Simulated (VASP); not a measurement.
Write the native input for VASP 6.6.1 that does the following.

```
Task                   : single point
Functional             : PBE
Potentials or basis    : VASP PAW PBE potentials, release 64 (Mg, O)
Cutoff                 : 520 eV
k mesh                 : 8 × 8 × 5
Occupations            : methfessel-paxton, width 0.1 eV
Spin                   : no spin polarisation
Dipole correction      : no
Further INCAR settings : ALGO = Normal; EDIFF = 1e-06; NBANDS = 16
```

The structure of MgO lies in POSCAR:

```
MgO
1.0
    3.3077869865      0.0000000000      0.0000000000
   -1.6538934933      2.8646275606      0.0000000000
    0.0000000000      0.0000000000      4.9828816700
Mg O
2 2
Direct
    0.6666666667      0.3333333333      0.5021597400
    0.3333333333      0.6666666667      0.0021597400
    0.6666666667      0.3333333333      0.9024402600
    0.3333333333      0.6666666667      0.4024402600
```

These files were run (other wordings do the same):

INCAR

```
ALGO = Normal ; EDIFF = 1E-6
ENCUT = 520 ; GGA = PE
ISIF = 2 ; ISMEAR = 1
LASPH = True ; LCHARG = False
LREAL = False ; LWAVE = False
NBANDS = 16 ; NELM = 60
PREC = Accurate ; SIGMA = 0.1
```

KPOINTS

```
k-points
0
Gamma
  8 8 5
```

Potentials or basis: VASP PAW PBE potentials, release 64 (Mg, O).

Run with:

```bash
$ cat potpaw_PBE.64/Mg/POTCAR potpaw_PBE.64/O/POTCAR > POTCAR
$ mpirun -np 1 vasp_std > vasp.out
```

It gave:

```json
{
  "Pressure": "2.9 GPa",
  "Largest force": "0.008 eV/Å",
  "Band gap on the k mesh": "3.46 eV"
}
```

It took 30 s on 1 thread of Intel Xeon 8259CL (shared host), peak memory 0.18 GiB.
